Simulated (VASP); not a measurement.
# Pt (Fm-3m) in VASP: further runs

Runs on Pt. Level: BLYP. Tasks: single point.

All numbers are computed with VASP 6.6.1; they aren't measurements. Logs are shortened: lines on timing, memory, paths and dates and some standing lists are left out, and cuts for length are marked.

## (1) The cell of the first run

It takes space group Fm-3m (No. 225, cubic). Conventional cell: a = 3.942 Å, b = 3.942 Å, c = 3.942 Å, α = 90.00°, β = 90.00°, γ = 90.00°. Pt (site symmetry m-3m) has 12 Pt at 2.79 Å within 3.7 Å.

## (2) Single point, BLYP (volume scaled by 0.92)

Contents of INCAR:

```
SYSTEM = Pt
  PREC = Accurate
  ENCUT = 520
  EDIFF = 1E-6
  ISMEAR = -1
  SIGMA = 0.1
  LREAL = .FALSE.
  LASPH = .TRUE.
  NELM = 60
  ALGO = Normal
  ISIF = 2
  LWAVE = .FALSE.
  LCHARG = .FALSE.
  GGA = B5
  ALDAX = 1.0
  AGGAX = 1.0
  AGGAC = 1.0
  ALDAC = 0.0
  NBANDS = 11
```

Contents of KPOINTS:

```
Automatic mesh
0
G
  22 22 22
  0 0 0
```

Contents of POSCAR:

```
Pt
1.0
    0.0000000000      1.9711201617      1.9711201617
    1.9711201617      0.0000000000      1.9711201617
    1.9711201617      1.9711201617      0.0000000000
Pt
1
Direct
    0.0000000000      0.0000000000      0.0000000000
```

Potentials or basis: VASP PAW PBE potentials, release 64 (Pt).

Launch:

```sh
$ cat potpaw_PBE.64/Pt/POTCAR > POTCAR
$ mpirun -np 1 vasp_std > vasp.out
```

OUTCAR:

```text
SYSTEM = Pt
   PREC = Accurate
   ENCUT = 520
   EDIFF = 1E-6
   ISMEAR = -1
   LREAL = .FALSE.
   LASPH = .TRUE.
   NELM = 60
   ISIF = 2
   GGA = B5

 ion  position               nearest neighbor table
   1  0.000  0.000  0.000-

  LATTYP: Found a face centered cubic cell.
 ALAT       =     3.9422403234

  Lattice vectors:

 A1 = (   0.0000000000,   1.9711201617,   1.9711201617)
 A2 = (   1.9711201617,   0.0000000000,   1.9711201617)
 A3 = (   1.9711201617,   1.9711201617,   0.0000000000)

Analysis of symmetry for initial positions (statically):
=====================================================================
 Subroutine PRICEL returns:
 Original cell was already a primitive cell.

 Routine SETGRP: Setting up the symmetry group for a
 face centered cubic supercell.

 Subroutine GETGRP returns: Found 48 space group operations
 (whereof 48 operations were pure point group operations)
 out of a pool of 48 trial point group operations.

The static configuration has the point symmetry O_h .

Analysis of symmetry for dynamics (positions and initial velocities):
=====================================================================
 Subroutine PRICEL returns:
 Original cell was already a primitive cell.

 Routine SETGRP: Setting up the symmetry group for a
 face centered cubic supercell.

 Subroutine GETGRP returns: Found 48 space group operations
 (whereof 48 operations were pure point group operations)
 out of a pool of 48 trial point group operations.

The dynamic configuration has the point symmetry O_h .

 Subroutine INISYM returns: Found 48 space group operations
 (whereof 48 operations are pure point group operations),
 and found     1 'primitive' translations

----------------------------------------------------------------------------------------

                                     Primitive cell

  volume of cell :      15.3168

  direct lattice vectors                    reciprocal lattice vectors
     0.000000000  1.971120162  1.971120162    -0.253662871  0.253662871  0.253662871
     1.971120162  0.000000000  1.971120162     0.253662871 -0.253662871  0.253662871
     1.971120162  1.971120162  0.000000000     0.253662871  0.253662871 -0.253662871

  length of vectors
     2.787584866  2.787584866  2.787584866     0.439356981  0.439356981  0.439356981

  position of ions in fractional coordinates (direct lattice)
     0.000000000  0.000000000  0.000000000

  ion indices of the primitive-cell ions
   primitive index   ion index
                 1           1

----------------------------------------------------------------------------------------

 KPOINTS: Automatic mesh

Automatic generation of k-mesh.
 Grid dimensions read from file:
 generate k-points for:   22   22   22

 Generating k-lattice:

  Cartesian coordinates                     Fractional coordinates (reciprocal lattice)
    -0.011530131  0.011530131  0.011530131     0.045454545  0.000000000  0.000000000
     0.011530131 -0.011530131  0.011530131     0.000000000  0.045454545  0.000000000
     0.011530131  0.011530131 -0.011530131     0.000000000  0.000000000  0.045454545

  Length of vectors
     0.019970772  0.019970772  0.019970772

  Shift w.r.t. Gamma in fractional coordinates (k-lattice)
     0.000000000  0.000000000  0.000000000

 Subroutine IBZKPT returns following result:
 ===========================================

 Found    328 irreducible k-points:

 Following reciprocal coordinates:
            Coordinates               Weight
  0.000000  0.000000  0.000000      1.000000
  0.045455  0.000000  0.000000      8.000000
  0.090909  0.000000  0.000000      8.000000
  0.136364  0.000000  0.000000      8.000000
  0.181818  0.000000  0.000000      8.000000
  0.227273  0.000000  0.000000      8.000000
[... 16 lines left out ...]
  0.500000  0.045455  0.000000     24.000000
 -0.454545  0.045455  0.000000     24.000000
 [... further k-points ...]
   k-points           NKPTS =    328   k-points in BZ     NKDIM =    328   number of bands    NBANDS=     11
   number of dos      NEDOS =    301   number of ions     NIONS =      1
   total plane-waves  NPLWV =  13824
   dimension x,y,z NGX =    24 NGY =   24 NGZ =   24
   dimension x,y,z NGXF=    48 NGYF=   48 NGZF=   48
   ions per type =               1
   NGX,Y,Z   is equivalent  to a cutoff of  14.31, 14.31, 14.31 a.u.
   NGXF,Y,Z  is equivalent  to a cutoff of  28.63, 28.63, 28.63 a.u.
 SYSTEM =  Pt
   PREC   = accura    normal or accurate (medium, high low for compatibility)
   ISTART =      0    job   : 0-new  1-cont  2-samecut
   ICHARG =      2    charge: 1-file 2-atom 10-const
   ISPIN  =      1    spin polarized calculation?
   LNONCOLLINEAR =      F non collinear calculations
   LSORBIT =      F    spin-orbit coupling
   LASPH  =      T    aspherical Exc in radial PAW
   ENCUT  =  520.0 eV  38.22 Ry    6.18 a.u.   5.18  5.18  5.18*2*pi/ulx,y,z
   NELM   =     60;   NELMIN=  2; NELMDL= -5     # of ELM steps
   EDIFF  = 0.1E-05   stopping-criterion for ELM
   LREAL  =      F    real-space projection
   EDIFFG = 0.1E-04   stopping-criterion for IOM
   NSW    =      0    number of steps for IOM
   IBRION =     -1    ionic relax: 0-MD 1-quasi-New 2-CG
   NFREE  =      0    steps in history (QN), initial steepest desc. (CG)
   ISIF   =      2    stress and relaxation
   ISYM   =      2    0-nonsym 1-usesym 2-fastsym
   POTIM  = 0.5000    time-step for ionic-motion
   TEBEG  =    0.0;   TEEND  =   0.0 temperature during run
   PSTRESS=    0.0 pullay stress
   NELECT =      10.0000    total number of electrons
   NUPDOWN=      -1.0000    fix difference up-down
   EMIN   =  10.00;   EMAX   =-10.00  energy-range for DOS
   EFERMI =   0.00;   METHOD = LEGACY
   ISMEAR =    -1;   SIGMA  =   0.10  broadening in eV -4-tet -1-fermi 0-gaus
   EFERMI_NEDOS =   21; number of points for ismear=-14 and -15
   IALGO  =     38    algorithm
   IMIX   =      4    mixing-type and parameters
     AMIX     =   0.40;   BMIX     =  1.00
     AMIX_MAG =   1.60;   BMIX_MAG =  1.00
  volume/ion in A,a.u.               =      15.32       103.36
  Fermi-wavevector in a.u.,A,eV,Ry     =   1.420207  2.683803 27.442797  2.016989
  Thomas-Fermi vector in A             =   2.541147
   LORBIT       =      0    0 simple, 1 ext, 2 COOP (PROOUT), +10 PAW based schemes
   GGA     = B5    functional components
   LHFCALC =     F    Hartree Fock is set to
   AEXX    =    0.0000 exact exchange contribution
   IVDW    =     0    specifies the selected vdW correction
   LEPSILON=     F    determine dielectric tensor
   LRPA    =     F    only Hartree local field effects (RPA)
 non-spin polarized calculation
  energy-cutoff  :      520.00
  volume of cell :       15.32
 maximum number of plane-waves:       428
 NGX is ok and might be reduce to    24
   NGX = 11   NGY = 11   NGZ = 11

 number of electron      10.0000001 magnetization

 Free energy of the ion-electron system (eV)
  ---------------------------------------------------
  ext. energy  EPLUGINS =         0.00000000
  ---------------------------------------------------
  free energy    TOTEN  =        -4.94321845 eV

  energy without entropy =       -4.88918077  energy(sigma->0) =       -4.91619961

 E-fermi :  11.5696     XC(G=0): -12.7039

 val. band max:       11.5659261433   @ k =  -0.3636   0.4091   0.0455
 cond. band min:      11.5708010908   @ k =  -0.4545   0.2273   0.0455
 fundamental gap:      0.0048749475
 Fermi energy:        11.5695774771

 k-point     1 :       0.0000    0.0000    0.0000
  band No.  band energies     occupation
      1       1.6728      2.00000
      2       7.8499      2.00000
      3       7.8499      2.00000
      4       7.8499      2.00000
      5       9.9464      2.00000
      6       9.9464      2.00000
      7      26.5433      0.00000
      8      31.2705      0.00000
      9      31.2705      0.00000
     10      31.2705      0.00000
     11      36.9985      0.00000

 k-point     2 :       0.0455    0.0000    0.0000
  band No.  band energies     occupation
      1       1.7554      2.00000
      2       7.8143      2.00000
      3       7.8830      2.00000
      4       7.8830      2.00000
      5       9.9280      2.00000
      6       9.9280      2.00000
      7      26.6711      0.00000
      8      30.8355      0.00000
      9      31.3961      0.00000
     10      31.3961      0.00000
     11      37.4791      0.00000

 k-point     3 :       0.0909    0.0000    0.0000
  band No.  band energies     occupation
      1       1.9982      2.00000
      2       7.7184      2.00000
      3       7.9742      2.00000
      4       7.9742      2.00000
      5       9.8832      2.00000
      6       9.8832      2.00000
      7      27.0312      0.00000
      8      29.8220      0.00000
      9      31.7650      0.00000
     10      31.7650      0.00000
     11      38.3188      0.00000

 k-point     4 :       0.1364    0.0000    0.0000
  band No.  band energies     occupation
      1       2.3847      2.00000
      2       7.5935      2.00000
      3       8.0963      2.00000
      4       8.0963      2.00000
      5       9.8449      2.00000
      6       9.8449      2.00000
      7      27.5425      0.00000
      8      28.5833      0.00000
      9      32.3525      0.00000
     10      32.3525      0.00000
     11      37.4947      0.00000

 k-point     5 :       0.1818    0.0000    0.0000
  band No.  band energies     occupation
      1       2.8803      2.00000
      2       7.4926      2.00000
      3       8.2003      2.00000
      4       8.2003      2.00000
      5       9.8686      2.00000
      6       9.8686      2.00000
      7      27.2155      0.00000
      8      28.0689      0.00000
      9      33.1087      0.00000
     10      33.1087      0.00000
     11      36.0387      0.00000
[... 211 lines left out ...]
 k-point    21 :       0.4091    0.0455    0.0000
  band No.  band energies     occupation
      1       4.5020      2.00000
      2       7.8453      2.00000
      3       7.9722      2.00000
      4       9.4423      2.00000
      5      11.3547      1.79113
      6      11.3674      1.76615
      7      19.6844      0.00000
      8      26.7223      0.00000
      9      30.9594      0.00000
     10      31.6776      0.00000
     11      38.4351      0.00000

 k-point    22 :       0.4545    0.0455    0.0000
  band No.  band energies     occupation
      1       4.5144      2.00000
      2       7.7711      2.00000
      3       7.8925      2.00000
      4      10.2157      2.00000
      5      11.5463      1.11584
      6      11.9180      0.05952
      7      18.2229      0.00000
      8      26.4058      0.00000
      9      30.5032      0.00000
     10      30.8542      0.00000
     11      39.2484      0.00000

 k-point    23 :       0.5000    0.0455    0.0000
  band No.  band energies     occupation
      1       4.5118      2.00000
      2       7.7401      2.00000
      3       7.8495      2.00000
      4      10.6399      1.99982
      5      11.5985      0.85627
      6      12.3591      0.00074
      7      17.3527      0.00000
      8      26.2608      0.00000
      9      30.3555      0.00000
     10      30.3915      0.00000
     11      39.8346      0.00000

 k-point    24 :      -0.4545    0.0455    0.0000
  band No.  band energies     occupation
      1       4.5133      2.00000
      2       7.7551      2.00000
      3       7.8491      2.00000
      4      10.5907      1.99989
      5      11.4968      1.34870
      6      12.3050      0.00128
      7      17.5477      0.00000
      8      26.2897      0.00000
      9      30.2203      0.00000
     10      30.6575      0.00000
     11      39.6304      0.00000

 [... further k-points ...]

------------------------ aborting loop because EDIFF is reached ----------------------------------------

  FORCE on cell =-STRESS in cart. coord.  units (eV):
  Direction    XX          YY          ZZ          XY          YZ          ZX
  --------------------------------------------------------------------------------------
  -------------------------------------------------------------------------------------
  Total        2.1282314      2.1282314      2.1282314      0.0000000      0.0000000      0.0000000
  in kB      222.6179254    222.6179254    222.6179254      0.0000000      0.0000000      0.0000000
  external PRESSURE =     222.6179254 kB  Pullay stress =       0.0000000 kB

 VOLUME and BASIS-vectors are now :
 -----------------------------------------------------------------------------
  energy-cutoff  :      520.00
  volume of cell :       15.32
      direct lattice vectors                 reciprocal lattice vectors
     0.000000000  1.971120162  1.971120162    -0.253662871  0.253662871  0.253662871
     1.971120162  0.000000000  1.971120162     0.253662871 -0.253662871  0.253662871
     1.971120162  1.971120162  0.000000000     0.253662871  0.253662871 -0.253662871

 POSITION                                       TOTAL-FORCE (eV/Angst)
 -----------------------------------------------------------------------------------
      0.00000      0.00000      0.00000         0.000000     -0.000000      0.000000
 -----------------------------------------------------------------------------------
    total drift:                               -0.000000      0.000000      0.000000

  FREE ENERGIE OF THE ION-ELECTRON SYSTEM (eV)
  ---------------------------------------------------
  free  energy   TOTEN  =        -4.9432184494 eV

  energy  without entropy=       -4.8891807704  energy(sigma->0) =       -4.91619961
```

Run time: 45 s. Hardware: 1 thread of Intel Xeon Platinum 8488C (Sapphire Rapids), shared host; peak memory 0.18 GiB.

What came out:

```yaml
Free_energy: -4.9432 eV
Pressure: 22.3 GPa
Band_gap_on_the_k_mesh: zero (band 5 reaches 12.04 eV, above the bottom of band 6 at 9.84 eV)
```

Levels at points of the mesh, in eV from the Fermi level:
| k point | band 3 | band 4 | band 5 | band 6 | band 7 | band 8 |
| --- | --- | --- | --- | --- | --- | --- |
| (0.00, 0.00, 0.00) | -3.72 | -3.72 | -1.62 | -1.62 | 14.97 | 19.70 |
| (0.50, 0.00, 0.00) | -3.78 | -0.14 | 0.02 | 0.02 | 5.74 | 14.56 |
| (0.50, 0.50, 0.00) | -0.02 | 0.47 | 0.47 | 2.03 | 8.72 | 11.47 |

Caveat: the cell differs from its parent crystal (volume scaled by 0.92); the PAW data sets were made with another functional, which shifts forces and pressure a little; spin-orbit coupling is left out, which moves the levels of the heavy elements.

## (3) Single point, BLYP (volume scaled by 0.96)

Contents of INCAR:

```
PREC = Accurate
ENCUT = 520
EDIFF = 1E-7
ISMEAR = -1
SIGMA = 0.1
LREAL = False
LASPH = True
NELM = 100
ALGO = Normal
ISIF = 2
LWAVE = False
LCHARG = True
GGA = B5
ALDAX = 1.0
AGGAX = 1.0
AGGAC = 1.0
ALDAC = 0.0
LELF = True
LVHAR = True
NBANDS = 11
```

Contents of KPOINTS:

```
Automatic mesh
0
Gamma
  22 22 22
```

Contents of POSCAR:

```
Pt
1.0
    0.0000000000      1.9992828261      1.9992828261
    1.9992828261      0.0000000000      1.9992828261
    1.9992828261      1.9992828261      0.0000000000
Pt
1
Direct
    0.0000000000      0.0000000000      0.0000000000
```

Potentials or basis: VASP PAW PBE potentials, release 64 (Pt).

Launch:

```sh
$ cat potpaw_PBE.64/Pt/POTCAR > POTCAR
$ mpirun -np 1 vasp_std > vasp.out
```

Wall time 51 s (1 thread of Intel Xeon Platinum 8488C (Sapphire Rapids), shared host); peak memory 0.18 GiB.

It converged, with:

```yaml
Free_energy: -5.0101 eV
Pressure: 10.3 GPa
Band_gap_on_the_k_mesh: zero (band 5 reaches 11.21 eV, above the bottom of band 6 at 9.16 eV)
```

Levels at points of the mesh, in eV from the Fermi level:
| k point | band 1 | band 2 | band 3 | band 4 | band 5 | band 6 | band 7 | band 8 | band 9 | band 10 |
| --- | --- | --- | --- | --- | --- | --- | --- | --- | --- | --- |
| (0.00, 0.00, 0.00) | -9.44 | -3.47 | -3.47 | -3.47 | -1.52 | -1.52 | 15.08 | 19.56 | 19.56 | 19.56 |
| (0.50, 0.00, 0.00) | -6.70 | -3.52 | -3.52 | 0.02 | 0.02 | 0.02 | 5.42 | 14.66 | 18.62 | 18.62 |
| (0.50, 0.50, 0.00) | -6.41 | -6.02 | -0.02 | 0.43 | 0.43 | 2.11 | 8.26 | 11.32 | 11.32 | 19.86 |

Caveat: the cell differs from its parent crystal (volume scaled by 0.96); the PAW data sets were made with another functional, which shifts forces and pressure a little; spin-orbit coupling is left out, which moves the levels of the heavy elements.

## (4) Single point, BLYP

This run uses another cell than the first one, of 16.65 Å³/atom, 1.087 times its volume.

Contents of INCAR:

```
PREC = Accurate
ENCUT = 520
EDIFF = 1E-7
ISMEAR = -1
SIGMA = 0.1
LREAL = False
LASPH = True
NELM = 60
ALGO = Normal
ISIF = 2
LWAVE = False
LCHARG = False
GGA = B5
ALDAX = 1.0
AGGAX = 1.0
AGGAC = 1.0
ALDAC = 0.0
NBANDS = 11
```

KPOINTS is that of step 3.

Contents of POSCAR:

```
Pt
1.0
    0.0000000000      2.0266736658      2.0266736658
    2.0266736658      0.0000000000      2.0266736658
    2.0266736658      2.0266736658      0.0000000000
Pt
1
Direct
    0.0000000000      0.0000000000      0.0000000000
```

Launch:

```sh
$ cat potpaw_PBE.64/Pt/POTCAR > POTCAR
$ mpirun -np 1 vasp_std > vasp.out
```

Run time: 43 s. Hardware: 1 thread of Intel Xeon Platinum 8488C (Sapphire Rapids), shared host; peak memory 0.19 GiB.

Results (log left out):

| Item | Value |
| --- | --- |
| Free energy | -5.0331 eV |
| Pressure | 1.0 GPa |
| Band gap on the k mesh | zero (band 5 reaches 10.44 eV, above the bottom of band 6 at 8.54 eV) |

Levels at points of the mesh, in eV from the Fermi level:
| k point | band 3 | band 4 | band 5 | band 6 | band 7 | band 8 |
| --- | --- | --- | --- | --- | --- | --- |
| (0.00, 0.00, 0.00) | -3.25 | -3.25 | -1.42 | -1.42 | 15.16 | 19.41 |
| (0.50, 0.00, 0.00) | -3.29 | 0.01 | 0.01 | 0.18 | 5.13 | 14.72 |
| (0.50, 0.50, 0.00) | -0.03 | 0.39 | 0.39 | 2.18 | 7.85 | 11.18 |

Caveat: the PAW data sets were made with another functional, which shifts forces and pressure a little; spin-orbit coupling is left out, which moves the levels of the heavy elements.

## (5) Single point, BLYP (volume scaled by 1.04)

Contents of INCAR:

```
SYSTEM = Pt
PREC = Accurate
ENCUT = 520
EDIFF = 1E-7
ISMEAR = -1
SIGMA = 0.1
LREAL = .FALSE.
LASPH = .TRUE.
NELM = 60
ALGO = Normal
ISIF = 2
LWAVE = .FALSE.
LCHARG = .FALSE.
GGA = B5
ALDAX = 1.0
AGGAX = 1.0
AGGAC = 1.0
ALDAC = 0.0
NBANDS = 11
```

Contents of KPOINTS:

```
Automatic mesh
0
G
  22 22 22
  0 0 0
```

Contents of POSCAR:

```
Pt
1.0
    0.0000000000      2.0533434829      2.0533434829
    2.0533434829      0.0000000000      2.0533434829
    2.0533434829      2.0533434829      0.0000000000
Pt
1
Direct
    0.0000000000      0.0000000000      0.0000000000
```

Launch:

```sh
$ cat potpaw_PBE.64/Pt/POTCAR > POTCAR
$ mpirun -np 1 vasp_std > vasp.out
```

Wall time 53 s (1 thread of Intel Xeon Platinum 8488C (Sapphire Rapids), shared host); peak memory 0.19 GiB.

The run converged. Its results:

- Free energy: -5.0222 eV
- Pressure: -6.1 GPa
- Band gap on the k mesh: zero (band 5 reaches 9.74 eV, above the bottom of band 6 at 7.96 eV)

Levels at points of the mesh, in eV from the Fermi level:
| k point | band 1 | band 2 | band 3 | band 4 | band 5 | band 6 | band 7 | band 8 | band 9 | band 10 |
| --- | --- | --- | --- | --- | --- | --- | --- | --- | --- | --- |
| (0.00, 0.00, 0.00) | -8.63 | -3.04 | -3.04 | -3.04 | -1.34 | -1.34 | 15.21 | 19.24 | 19.24 | 19.24 |
| (0.50, 0.00, 0.00) | -5.96 | -3.08 | -3.08 | 0.00 | 0.00 | 0.32 | 4.87 | 14.77 | 18.01 | 18.01 |
| (0.50, 0.50, 0.00) | -5.64 | -5.30 | -0.03 | 0.36 | 0.36 | 2.25 | 7.47 | 11.04 | 11.04 | 18.92 |

Caveat: the cell differs from its parent crystal (volume scaled by 1.04); the PAW data sets were made with another functional, which shifts forces and pressure a little; spin-orbit coupling is left out, which moves the levels of the heavy elements.

## (6) Summary

```csv
cell,gap on the mesh (eV),pressure (GPa)
"a = 2.788 Å, angles 60.0°, 1 atom",none,22.3
"a = 2.827 Å, angles 60.0°, 1 atom",none,10.3
"a = 2.866 Å, angles 60.0°, 1 atom",none,1.0
"a = 2.904 Å, angles 60.0°, 1 atom",none,-6.1
```

Alike in all rows: task single point; level BLYP; potentials or basis VASP PAW PBE potentials, release 64 (Pt); no spin polarisation; k mesh 22 × 22 × 22; cutoff (eV) 520; smearing fermi-dirac 0.1 eV.

Caveats: the PAW data sets were made with another functional, which shifts forces and pressure a little; spin-orbit coupling is left out, which moves the levels of the heavy elements.

Total energies depend on the potentials used, so only differences within one code and one set of settings carry meaning.
